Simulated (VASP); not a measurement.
# PbS (R-3m) in VASP: a series of runs

The runs below take PbS through single point, with PBE.

All numbers are computed with VASP 6.6.1; they aren't measurements. Logs are shortened: lines on timing, memory, paths and dates and some standing lists are left out, and cuts for length are marked.

## (1) The cell of the first run

The structure is trigonal, space group R-3m (No. 166). Conventional cell: a = 4.267 Å, b = 4.267 Å, c = 10.239 Å, α = 90.00°, β = 90.00°, γ = 120.00°. Within 3.9 Å of Pb (site symmetry -3m) lie 6 S at 3.00 Å. Within 3.9 Å of S (site symmetry -3m) lie 6 Pb at 3.00 Å.

## (2) Single point, PBE (epitaxial 111 strain +1.0%)

Input file INCAR:

```
ALGO     = Normal         # electronic algorithm
EDIFF    = 1E-6           # SCF threshold, eV
ENCUT    = 520            # plane-wave cutoff, eV
GGA      = PE             # functional
ISIF     = 2              # what is computed and relaxed
ISMEAR   = 0              # smearing method
LASPH    = T              # aspherical terms in the spheres
LCHARG   = F              # write CHGCAR
LREAL    = F              # projectors in reciprocal space
LWAVE    = F              # write WAVECAR
NBANDS   = 17             # bands
NELM     = 60             # most SCF steps
PREC     = Accurate       # precision mode
SIGMA    = 0.01           # smearing width, eV
```

Input file KPOINTS:

```
k-points
0
Gamma
  4 4 4
```

Input file POSCAR:

```
PbS
1.0
   -0.0409198559      2.9761851337      2.9761851337
    2.9761851337     -0.0409198559      2.9761851337
    2.9761851337      2.9761851337     -0.0409198559
Pb S
1 1
Direct
    0.0000000000      0.0000000000      0.0000000000
    0.5000000000      0.5000000000      0.5000000000
```

Potentials or basis: VASP PAW PBE potentials, release 64 (Pb_d, S).

Started as:

```console
cat potpaw_PBE.64/Pb_d/POTCAR potpaw_PBE.64/S/POTCAR > POTCAR
mpirun -np 1 vasp_std > vasp.out
```

OUTCAR:

```text
EDIFF = 1E-6
   ENCUT = 520
   GGA = PE
   ISIF = 2
   ISMEAR = 0
   LASPH = T
   LREAL = F
   NELM = 60
   PREC = Accurate

 ion  position               nearest neighbor table
   1  0.000  0.000  0.000-   2 3.00   2 3.00   2 3.00   2 3.00   2 3.00   2 3.00
   2  0.500  0.500  0.500-   1 3.00   1 3.00   1 3.00   1 3.00   1 3.00   1 3.00

  LATTYP: Found a trigonal (rhomboedric) cell.
 ALAT       =     4.2091602886
 COS(alpha) =     0.4862049482

  Lattice vectors:

 A1 = (  -0.0409198559,   2.9761851337,   2.9761851337)
 A2 = (   2.9761851337,  -0.0409198559,   2.9761851337)
 A3 = (   2.9761851337,   2.9761851337,  -0.0409198559)

Analysis of symmetry for initial positions (statically):
=====================================================================
 Subroutine PRICEL returns:
 Original cell was already a primitive cell.

 Routine SETGRP: Setting up the symmetry group for a
 trigonal (rhombohedral) supercell.

 Subroutine GETGRP returns: Found 12 space group operations
 (whereof 12 operations were pure point group operations)
 out of a pool of 12 trial point group operations.

The static configuration has the point symmetry D_3d.

Analysis of symmetry for dynamics (positions and initial velocities):
=====================================================================
 Subroutine PRICEL returns:
 Original cell was already a primitive cell.

 Routine SETGRP: Setting up the symmetry group for a
 trigonal (rhombohedral) supercell.

 Subroutine GETGRP returns: Found 12 space group operations
 (whereof 12 operations were pure point group operations)
 out of a pool of 12 trial point group operations.

The dynamic configuration has the point symmetry D_3d.

 Subroutine INISYM returns: Found 12 space group operations
 (whereof 12 operations are pure point group operations),
 and found     1 'primitive' translations

----------------------------------------------------------------------------------------

                                     Primitive cell

  volume of cell :      53.8115

  direct lattice vectors                    reciprocal lattice vectors
    -0.040919856  2.976185134  2.976185134    -0.164574628  0.166868925  0.166868925
     2.976185134 -0.040919856  2.976185134     0.166868925 -0.164574628  0.166868925
     2.976185134  2.976185134 -0.040919856     0.166868925  0.166868925 -0.164574628

  length of vectors
     4.209160289  4.209160289  4.209160289     0.287706943  0.287706943  0.287706943

  position of ions in fractional coordinates (direct lattice)
     0.000000000  0.000000000  0.000000000
     0.500000000  0.500000000  0.500000000

  ion indices of the primitive-cell ions
   primitive index   ion index
                 1           1
                 2           2

----------------------------------------------------------------------------------------

 KPOINTS: k-points

Automatic generation of k-mesh.
 Grid dimensions read from file:
 generate k-points for:    4    4    4

 Generating k-lattice:

  Cartesian coordinates                     Fractional coordinates (reciprocal lattice)
    -0.041143657  0.041717231  0.041717231     0.250000000  0.000000000  0.000000000
     0.041717231 -0.041143657  0.041717231     0.000000000  0.250000000  0.000000000
     0.041717231  0.041717231 -0.041143657     0.000000000  0.000000000  0.250000000

  Length of vectors
     0.071926736  0.071926736  0.071926736

  Shift w.r.t. Gamma in fractional coordinates (k-lattice)
     0.000000000  0.000000000  0.000000000

 Subroutine IBZKPT returns following result:
 ===========================================

 Found     13 irreducible k-points:

 Following reciprocal coordinates:
            Coordinates               Weight
  0.000000  0.000000  0.000000      1.000000
  0.250000  0.000000 -0.000000      6.000000
  0.500000  0.000000 -0.000000      3.000000
  0.250000  0.250000 -0.000000      6.000000
  0.500000  0.250000 -0.000000     12.000000
 -0.250000  0.250000  0.000000      6.000000
  0.500000  0.500000 -0.000000      3.000000
  0.250000  0.250000  0.250000      2.000000
  0.500000  0.250000  0.250000      6.000000
 -0.250000  0.250000  0.250000      6.000000
  0.500000  0.500000  0.250000      6.000000
 -0.250000  0.500000  0.250000      6.000000
  0.500000  0.500000  0.500000      1.000000
   k-points           NKPTS =     13   k-points in BZ     NKDIM =     13   number of bands    NBANDS=     17
   number of dos      NEDOS =    301   number of ions     NIONS =      2
   total plane-waves  NPLWV =  32768
   dimension x,y,z NGX =    32 NGY =   32 NGZ =   32
   dimension x,y,z NGXF=    64 NGYF=   64 NGZF=   64
   ions per type =               1   1
   NGX,Y,Z   is equivalent  to a cutoff of  12.64, 12.64, 12.64 a.u.
   NGXF,Y,Z  is equivalent  to a cutoff of  25.28, 25.28, 25.28 a.u.
 SYSTEM =  unknown system
   PREC   = accura    normal or accurate (medium, high low for compatibility)
   ISTART =      0    job   : 0-new  1-cont  2-samecut
   ICHARG =      2    charge: 1-file 2-atom 10-const
   ISPIN  =      1    spin polarized calculation?
   LNONCOLLINEAR =      F non collinear calculations
   LSORBIT =      F    spin-orbit coupling
   LASPH  =      T    aspherical Exc in radial PAW
   ENCUT  =  520.0 eV  38.22 Ry    6.18 a.u.   7.83  7.83  7.83*2*pi/ulx,y,z
   NELM   =     60;   NELMIN=  2; NELMDL= -5     # of ELM steps
   EDIFF  = 0.1E-05   stopping-criterion for ELM
   LREAL  =      F    real-space projection
   EDIFFG = 0.1E-04   stopping-criterion for IOM
   NSW    =      0    number of steps for IOM
   IBRION =     -1    ionic relax: 0-MD 1-quasi-New 2-CG
   NFREE  =      0    steps in history (QN), initial steepest desc. (CG)
   ISIF   =      2    stress and relaxation
   ISYM   =      2    0-nonsym 1-usesym 2-fastsym
   POTIM  = 0.5000    time-step for ionic-motion
   TEBEG  =    0.0;   TEEND  =   0.0 temperature during run
   PSTRESS=    0.0 pullay stress
   NELECT =      20.0000    total number of electrons
   NUPDOWN=      -1.0000    fix difference up-down
   EMIN   =  10.00;   EMAX   =-10.00  energy-range for DOS
   EFERMI =   0.00;   METHOD = LEGACY
   ISMEAR =     0;   SIGMA  =   0.01  broadening in eV -4-tet -1-fermi 0-gaus
   EFERMI_NEDOS =   21; number of points for ismear=-14 and -15
   IALGO  =     38    algorithm
   IMIX   =      4    mixing-type and parameters
     AMIX     =   0.40;   BMIX     =  1.00
     AMIX_MAG =   1.60;   BMIX_MAG =  1.00
  volume/ion in A,a.u.               =      26.91       181.57
  Fermi-wavevector in a.u.,A,eV,Ry     =   1.177045  2.224293 18.849998  1.385436
  Thomas-Fermi vector in A             =   2.313399
   LORBIT       =      0    0 simple, 1 ext, 2 COOP (PROOUT), +10 PAW based schemes
   GGA     = PE    functional components
   LHFCALC =     F    Hartree Fock is set to
   AEXX    =    0.0000 exact exchange contribution
   IVDW    =     0    specifies the selected vdW correction
   LEPSILON=     F    determine dielectric tensor
   LRPA    =     F    only Hartree local field effects (RPA)
 non-spin polarized calculation
 Gauss-broadening in eV      SIGMA  =   0.01
  energy-cutoff  :      520.00
  volume of cell :       53.81
 maximum number of plane-waves:      1458
   NGX = 15   NGY = 15   NGZ = 15

 number of electron      20.0000002 magnetization

 Free energy of the ion-electron system (eV)
  ---------------------------------------------------
  ext. energy  EPLUGINS =         0.00000000
  ---------------------------------------------------
  free energy    TOTEN  =        -8.75433021 eV

  energy without entropy =       -8.75433021  energy(sigma->0) =       -8.75433021

 E-fermi :   5.5249     XC(G=0):  -9.5395

 val. band max:        5.4129549789   @ k =   0.5000   0.0000  -0.0000
 cond. band min:       5.7592140272   @ k =   0.5000   0.5000   0.5000
 fundamental gap:      0.3462590483
 Fermi energy:         5.5248838649

 k-point     1 :       0.0000    0.0000    0.0000
  band No.  band energies     occupation
      1     -11.3588      2.00000
      2     -11.3580      2.00000
      3     -11.3580      2.00000
      4     -11.3390      2.00000
      5     -11.3390      2.00000
      6      -7.9012      2.00000
[... 9 lines left out ...]
     16      12.4114      0.00000
     17      14.1674      0.00000

 k-point     2 :       0.2500    0.0000   -0.0000
  band No.  band energies     occupation
      1     -11.3629      2.00000
      2     -11.3598      2.00000
      3     -11.3514      2.00000
      4     -11.3340      2.00000
      5     -11.3289      2.00000
      6      -7.4278      2.00000
[... 9 lines left out ...]
     16      13.5724      0.00000
     17      17.1324      0.00000

 k-point     3 :       0.5000    0.0000   -0.0000
  band No.  band energies     occupation
      1     -11.3749      2.00000
      2     -11.3687      2.00000
      3     -11.3518      2.00000
      4     -11.3148      2.00000
      5     -11.3116      2.00000
      6      -6.7423      2.00000
[... 9 lines left out ...]
     16      15.5422      0.00000
     17      16.0535      0.00000

 k-point     4 :       0.2500    0.2500   -0.0000
  band No.  band energies     occupation
      1     -11.3902      2.00000
      2     -11.3682      2.00000
      3     -11.3323      2.00000
      4     -11.3320      2.00000
      5     -11.3263      2.00000
      6      -7.2502      2.00000
[... 9 lines left out ...]
     16      15.3288      0.00000
     17      15.3720      0.00000

 k-point     5 :       0.5000    0.2500   -0.0000
  band No.  band energies     occupation
      1     -11.4173      2.00000
      2     -11.3586      2.00000
      3     -11.3420      2.00000
      4     -11.3208      2.00000
      5     -11.3110      2.00000
      6      -6.5640      2.00000
[... 9 lines left out ...]
     16      16.2670      0.00000
     17      16.8366      0.00000

 k-point     6 :      -0.2500    0.2500    0.0000
  band No.  band energies     occupation
      1     -11.3851      2.00000
      2     -11.3536      2.00000
      3     -11.3415      2.00000
      4     -11.3322      2.00000
      5     -11.3267      2.00000
      6      -6.8080      2.00000
[... 9 lines left out ...]
     16      15.0890      0.00000
     17      16.0382      0.00000

 k-point     7 :       0.5000    0.5000   -0.0000
  band No.  band energies     occupation
      1     -11.4711      2.00000
      2     -11.3797      2.00000
      3     -11.3174      2.00000
      4     -11.3050      2.00000
      5     -11.3014      2.00000
      6      -6.3547      2.00000
[... 9 lines left out ...]
     16      17.4717      0.00000
     17      17.7413      0.00000

 k-point     8 :       0.2500    0.2500    0.2500
  band No.  band energies     occupation
      1     -11.3575      2.00000
      2     -11.3543      2.00000
      3     -11.3543      2.00000
      4     -11.3346      2.00000
      5     -11.3346      2.00000
      6      -7.4137      2.00000
[... 9 lines left out ...]
     16      13.3901      0.00000
     17      17.2667      0.00000

 k-point     9 :       0.5000    0.2500    0.2500
  band No.  band energies     occupation
      1     -11.3796      2.00000
      2     -11.3560      2.00000
      3     -11.3467      2.00000
      4     -11.3279      2.00000
      5     -11.3274      2.00000
      6      -6.7902      2.00000
[... 9 lines left out ...]
     16      15.3879      0.00000
     17      16.1531      0.00000

 k-point    10 :      -0.2500    0.2500    0.2500
  band No.  band energies     occupation
      1     -11.4142      2.00000
      2     -11.3567      2.00000
      3     -11.3448      2.00000
      4     -11.3259      2.00000
      5     -11.3081      2.00000
      6      -6.5657      2.00000
[... 9 lines left out ...]
     16      16.0651      0.00000
     17      16.7930      0.00000

 k-point    11 :       0.5000    0.5000    0.2500
  band No.  band energies     occupation
      1     -11.4155      2.00000
      2     -11.3595      2.00000
      3     -11.3410      2.00000
      4     -11.3231      2.00000
      5     -11.3090      2.00000
      6      -6.5477      2.00000
[... 9 lines left out ...]
     16      16.2810      0.00000
     17      16.8700      0.00000

 k-point    12 :      -0.2500    0.5000    0.2500
  band No.  band energies     occupation
      1     -11.4332      2.00000
      2     -11.3452      2.00000
      3     -11.3402      2.00000
      4     -11.3383      2.00000
      5     -11.3031      2.00000
      6      -6.3141      2.00000
[... 9 lines left out ...]
     16      17.2647      0.00000
     17      17.7525      0.00000

 k-point    13 :       0.5000    0.5000    0.5000
  band No.  band energies     occupation
      1     -11.3680      2.00000
      2     -11.3680      2.00000
      3     -11.3572      2.00000
      4     -11.3127      2.00000
      5     -11.3127      2.00000
      6      -6.7112      2.00000
[... 9 lines left out ...]
     16      15.6654      0.00000
     17      16.0141      0.00000

------------------------ aborting loop because EDIFF is reached ----------------------------------------

  FORCE on cell =-STRESS in cart. coord.  units (eV):
  Direction    XX          YY          ZZ          XY          YZ          ZX
  --------------------------------------------------------------------------------------
  -------------------------------------------------------------------------------------
  Total        0.1404359      0.1404359      0.1404359      0.0951514      0.0951514      0.0951514
  in kB        4.1813237      4.1813237      4.1813237      2.8330272      2.8330272      2.8330272
  external PRESSURE =       4.1813237 kB  Pullay stress =       0.0000000 kB

 VOLUME and BASIS-vectors are now :
 -----------------------------------------------------------------------------
  energy-cutoff  :      520.00
  volume of cell :       53.81
      direct lattice vectors                 reciprocal lattice vectors
    -0.040919856  2.976185134  2.976185134    -0.164574628  0.166868925  0.166868925
     2.976185134 -0.040919856  2.976185134     0.166868925 -0.164574628  0.166868925
     2.976185134  2.976185134 -0.040919856     0.166868925  0.166868925 -0.164574628

 POSITION                                       TOTAL-FORCE (eV/Angst)
 -----------------------------------------------------------------------------------
      0.00000      0.00000      0.00000         0.000000     -0.000000      0.000000
      2.95573      2.95573      2.95573        -0.000000      0.000000     -0.000000
 -----------------------------------------------------------------------------------
    total drift:                                0.000000     -0.000000     -0.000000

  FREE ENERGIE OF THE ION-ELECTRON SYSTEM (eV)
  ---------------------------------------------------
  free  energy   TOTEN  =        -8.7543302099 eV

  energy  without entropy=       -8.7543302099  energy(sigma->0) =       -8.75433021
```

Wall time 13 s (1 thread of Intel Xeon 8259CL, shared host); peak memory 0.17 GiB.

Results:

```yaml
Free_energy: -8.7543 eV
Pressure: 0.4 GPa
Band_gap_on_the_k_mesh: 0.35 eV, indirect (least direct gap 0.45 eV)
```

Caveat: the k points lie up to 0.45 Å⁻¹ apart; the cell differs from its parent crystal (epitaxial 111 strain +1.0%); spin-orbit coupling is left out, which moves the levels of the heavy elements.

(Continued in part 2 of 2.)
